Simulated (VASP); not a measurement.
# Rh (Fm-3m) in VASP: further runs

The runs below take Rh through single point, with PBE, HSE06.

Everything below comes from runs of VASP 6.6.1. Logs are shortened: lines on timing, memory, paths and dates and some standing lists are left out, and cuts for length are marked.

### 1 The cell of the first run

The structure is cubic, space group Fm-3m (No. 225). The conventional cell has a = 3.830 Å, b = 3.830 Å, c = 3.830 Å, α = 90.00°, β = 90.00°, γ = 90.00°. Rh (site symmetry m-3m) has 12 Rh at 2.71 Å within 3.6 Å.

### 2 Single point, PBE

INCAR reads:

```
SYSTEM = Rh
PREC = Accurate
ENCUT = 620
EDIFF = 1E-6
ISMEAR = -1
SIGMA = 0.1
LREAL = .FALSE.
LASPH = .TRUE.
NELM = 120
ALGO = Normal
ISIF = 2
LWAVE = .FALSE.
LCHARG = .FALSE.
GGA = PE
NBANDS = 14
GGA_COMPAT = .FALSE.
```

KPOINTS reads:

```
regular mesh
0
G
  12 12 12
  0 0 0
```

POSCAR reads:

```
Rh
1.0
    0.0000000000      1.9150000000      1.9150000000
    1.9150000000      0.0000000000      1.9150000000
    1.9150000000      1.9150000000      0.0000000000
Rh
1
Direct
    0.0000000000      0.0000000000      0.0000000000
```

Potentials or basis: VASP PAW PBE potentials, release 64 (Rh_sv_GW).

Run with:

```console
$ cat potpaw_PBE.64/Rh_sv_GW/POTCAR > POTCAR
$ mpirun -np 1 vasp_std > vasp.out
```

OUTCAR:

```text
SYSTEM = Rh
   PREC = Accurate
   ENCUT = 620
   EDIFF = 1E-6
   ISMEAR = -1
   LREAL = .FALSE.
   LASPH = .TRUE.
   NELM = 120
   ISIF = 2
   GGA = PE

 ion  position               nearest neighbor table
   1  0.000  0.000  0.000-

  LATTYP: Found a face centered cubic cell.
 ALAT       =     3.8300000000

  Lattice vectors:

 A1 = (   0.0000000000,   1.9150000000,   1.9150000000)
 A2 = (   1.9150000000,   0.0000000000,   1.9150000000)
 A3 = (   1.9150000000,   1.9150000000,   0.0000000000)

Analysis of symmetry for initial positions (statically):
=====================================================================
 Subroutine PRICEL returns:
 Original cell was already a primitive cell.

 Routine SETGRP: Setting up the symmetry group for a
 face centered cubic supercell.

 Subroutine GETGRP returns: Found 48 space group operations
 (whereof 48 operations were pure point group operations)
 out of a pool of 48 trial point group operations.

The static configuration has the point symmetry O_h .

Analysis of symmetry for dynamics (positions and initial velocities):
=====================================================================
 Subroutine PRICEL returns:
 Original cell was already a primitive cell.

 Routine SETGRP: Setting up the symmetry group for a
 face centered cubic supercell.

 Subroutine GETGRP returns: Found 48 space group operations
 (whereof 48 operations were pure point group operations)
 out of a pool of 48 trial point group operations.

The dynamic configuration has the point symmetry O_h .

 Subroutine INISYM returns: Found 48 space group operations
 (whereof 48 operations are pure point group operations),
 and found     1 'primitive' translations

----------------------------------------------------------------------------------------

                                     Primitive cell

  volume of cell :      14.0455

  direct lattice vectors                    reciprocal lattice vectors
     0.000000000  1.915000000  1.915000000    -0.261096606  0.261096606  0.261096606
     1.915000000  0.000000000  1.915000000     0.261096606 -0.261096606  0.261096606
     1.915000000  1.915000000  0.000000000     0.261096606  0.261096606 -0.261096606

  length of vectors
     2.708218972  2.708218972  2.708218972     0.452232587  0.452232587  0.452232587

  position of ions in fractional coordinates (direct lattice)
     0.000000000  0.000000000  0.000000000

  ion indices of the primitive-cell ions
   primitive index   ion index
                 1           1

----------------------------------------------------------------------------------------

 KPOINTS: regular mesh
[... 68 lines left out ...]
   EDIFF  = 0.1E-05   stopping-criterion for ELM
   LREAL  =      F    real-space projection
[... 7 lines left out ...]
   TEBEG  =    0.0;   TEEND  =   0.0 temperature during run
   PSTRESS=    0.0 pullay stress
   NELECT =      17.0000    total number of electrons
   NUPDOWN=      -1.0000    fix difference up-down
   EMIN   =  10.00;   EMAX   =-10.00  energy-range for DOS
   EFERMI =   0.00;   METHOD = LEGACY
   ISMEAR =    -1;   SIGMA  =   0.10  broadening in eV -4-tet -1-fermi 0-gaus
   EFERMI_NEDOS =   21; number of points for ismear=-14 and -15
   IALGO  =     38    algorithm
   IMIX   =      4    mixing-type and parameters
     AMIX     =   0.40;   BMIX     =  1.00
     AMIX_MAG =   1.60;   BMIX_MAG =  1.00
  volume/ion in A,a.u.               =      14.05        94.78
  Fermi-wavevector in a.u.,A,eV,Ry     =   1.744666  3.296941 41.414234  3.043860
  Thomas-Fermi vector in A             =   2.816502
   LORBIT       =      0    0 simple, 1 ext, 2 COOP (PROOUT), +10 PAW based schemes
   GGA     = PE    functional components
   LHFCALC =     F    Hartree Fock is set to
   AEXX    =    0.0000 exact exchange contribution
   IVDW    =     0    specifies the selected vdW correction
   LEPSILON=     F    determine dielectric tensor
   LRPA    =     F    only Hartree local field effects (RPA)
 non-spin polarized calculation
  energy-cutoff  :      620.00
  volume of cell :       14.05
 maximum number of plane-waves:       531
 NGX is ok and might be reduce to    24
   NGX = 11   NGY = 11   NGZ = 11

 number of electron      16.9999997 magnetization

 Free energy of the ion-electron system (eV)
  ---------------------------------------------------
  ext. energy  EPLUGINS =         0.00000000
  ---------------------------------------------------
  free energy    TOTEN  =        -6.43170371 eV

  energy without entropy =       -6.38884643  energy(sigma->0) =       -6.41027507

 E-fermi :  10.4933     XC(G=0): -13.9618

 val. band max:       10.4499839064   @ k =  -0.3333   0.3333   0.0000
 cond. band min:      10.5554668253   @ k =   0.3333   0.1667   0.0000
 fundamental gap:      0.1054829189
 Fermi energy:        10.4932998517

 k-point     1 :       0.0000    0.0000    0.0000
  band No.  band energies     occupation
      1     -68.3363      2.00000
      2     -35.8205      2.00000
      3     -35.8205      2.00000
      4     -35.8205      2.00000
      5       2.7074      2.00000
      6       7.5298      2.00000
      7       7.5298      2.00000
      8       7.5298      2.00000
      9       9.5453      1.99985
     10       9.5453      1.99985
     11      26.3220      0.00000
     12      31.5519      0.00000
     13      31.5519      0.00000
     14      31.5519      0.00000
[... 377 lines left out ...]
      1     -68.2233      2.00000
      2     -36.4385      2.00000
      3     -36.0385      2.00000
      4     -35.9402      2.00000
      5       5.2778      2.00000
      6       6.8904      2.00000
      7       8.1073      2.00000
      8       8.5145      2.00000
      9      10.7569      0.13370
     10      14.5561      0.00000
     11      19.0473      0.00000
     12      26.3128      0.00000
     13      29.0864      0.00000
     14      30.6714      0.00000

 [... further k-points ...]
[... 5 lines left out ...]
  --------------------------------------------------------------------------------------
  -------------------------------------------------------------------------------------
  Total       -0.0188707     -0.0188707     -0.0188707      0.0000000      0.0000000     -0.0000000
  in kB       -2.1525961     -2.1525961     -2.1525961      0.0000000      0.0000000     -0.0000000
  external PRESSURE =      -2.1525961 kB  Pullay stress =       0.0000000 kB

 VOLUME and BASIS-vectors are now :
 -----------------------------------------------------------------------------
  energy-cutoff  :      620.00
  volume of cell :       14.05
      direct lattice vectors                 reciprocal lattice vectors
     0.000000000  1.915000000  1.915000000    -0.261096606  0.261096606  0.261096606
     1.915000000  0.000000000  1.915000000     0.261096606 -0.261096606  0.261096606
     1.915000000  1.915000000  0.000000000     0.261096606  0.261096606 -0.261096606

 POSITION                                       TOTAL-FORCE (eV/Angst)
 -----------------------------------------------------------------------------------
      0.00000      0.00000      0.00000         0.000000      0.000000      0.000000
 -----------------------------------------------------------------------------------
    total drift:                                0.000000     -0.000000     -0.000000

  FREE ENERGIE OF THE ION-ELECTRON SYSTEM (eV)
  ---------------------------------------------------
  free  energy   TOTEN  =        -6.4317037120 eV

  energy  without entropy=       -6.3888464288  energy(sigma->0) =       -6.41027507
```

stdout:

```text
POSCAR found type information on POSCAR Rh
 POSCAR found :  1 types and       1 ions
 scaLAPACK will be used
 LDA part: xc-table for (Slater+PW92), standard interpolation
 POSCAR, INCAR and KPOINTS ok, starting setup
 FFT: planning ... GRIDC
 FFT: planning ... GRID_SOFT
 FFT: planning ... GRID
 WAVECAR not read
 entering main loop
```

Run time: 16 s. Hardware: 1 thread of AMD EPYC 7R13 (Zen 3), shared host; peak memory 0.13 GiB.

Results:

* Free energy: -6.4317 eV
* Pressure: -0.2 GPa
* Band gap on the k mesh: zero (an odd number of electrons rules out a gap without spin polarisation)

Levels at points of the mesh, in eV from the Fermi level:
```
           k point  band 6  band 7  band 8  band 9  band 10  band 11
(0.00, 0.00, 0.00)   -2.96   -2.96   -2.96   -0.95    -0.95    15.83
(0.50, 0.00, 0.00)   -3.04   -3.04    0.56    0.56     0.77     8.44
(0.50, 0.50, 0.00)   -5.74    0.53    0.97    0.97     3.25    12.01
```

### 3 Single point, HSE06

This run uses another cell than the first one, of 13.76 Å³/atom.

POSCAR reads:

```
Rh
1.0
    0.0000000000      1.9021472637      1.9021472637
    1.9021472637      0.0000000000      1.9021472637
    1.9021472637      1.9021472637      0.0000000000
Rh
1
Direct
    0.0000000000      0.0000000000      0.0000000000
```

INCAR.step1 reads:

```
PREC     = Accurate       # precision mode
ENCUT    = 460            # plane-wave cutoff, eV
EDIFF    = 1E-5           # SCF threshold, eV
ISMEAR   = -1             # smearing method
SIGMA    = 0.1            # smearing width, eV
LREAL    = F              # projectors in reciprocal space
LASPH    = T              # aspherical terms in the spheres
NELM     = 120            # most SCF steps
ALGO     = Normal         # electronic algorithm
ISIF     = 2              # what is computed and relaxed
LWAVE    = T              # write WAVECAR
NBANDS   = 14             # bands
GGA      = PE             # functional
GGA_COMPAT= F
```

INCAR.step2 reads:

```
PREC     = Accurate       # precision mode
ENCUT    = 460            # plane-wave cutoff, eV
EDIFF    = 1E-6           # SCF threshold, eV
ISMEAR   = -1             # smearing method
SIGMA    = 0.1            # smearing width, eV
LREAL    = F              # projectors in reciprocal space
LASPH    = T              # aspherical terms in the spheres
NELM     = 120            # most SCF steps
ALGO     = Normal         # electronic algorithm
ISIF     = 2              # what is computed and relaxed
LWAVE    = F              # write WAVECAR
LCHARG   = T              # write CHGCAR
GGA      = PE             # functional
LHFCALC  = T              # exact exchange
HFSCREEN = 0.2079         # screening, 1/A
PRECFOCK = Normal       
LELF     = T              # ELF
LVHAR    = T            
NBANDS   = 14             # bands
ISTART   = 1            
GGA_COMPAT= F
```

KPOINTS reads:

```
regular mesh
0
Gamma
  6 6 6
```

Potentials or basis: VASP PAW PBE potentials, release 64 (Rh_sv_GW).

Run with:

```console
$ cat potpaw_PBE.64/Rh_sv_GW/POTCAR > POTCAR
$ cp INCAR.step1 INCAR
$ mpirun -np 1 vasp_std > vasp.out
$ cp INCAR.step2 INCAR
$ mpirun -np 1 vasp_std > vasp.out
```

Run time: 8.1 min. Hardware: 1 thread of Intel Xeon 6975P-C (Granite Rapids), shared host; peak memory 0.23 GiB.

The run converged. Its results:

```yaml
Free_energy: -6.3258 eV
Pressure: -7.2 GPa
Band_gap_on_the_k_mesh: zero (an odd number of electrons rules out a gap without spin polarisation)
```

Levels at points of the mesh, in eV from the Fermi level:
```tsv
k point	band 4	band 5	band 6	band 7	band 8	band 9	band 10	band 11	band 12	band 13
(0.00, 0.00, 0.00)	-49.18	-8.47	-3.44	-3.44	-3.44	-1.37	-1.37	17.13	22.69	22.69
(0.50, 0.00, 0.00)	-49.30	-6.74	-3.69	-3.69	0.88	0.88	1.20	10.11	16.66	22.69
(0.50, 0.50, 0.00)	-49.51	-7.14	-6.63	0.48	1.48	1.48	3.97	13.81	14.66	14.66
```

Caveat: the k points lie up to 0.48 Å⁻¹ apart, too coarse for converged energies and pressures of a metal; the PAW data sets were made with another functional, which shifts forces and pressure a little.

The gap in the log of VASP goes by the Fermi energy; the results here count the filled bands.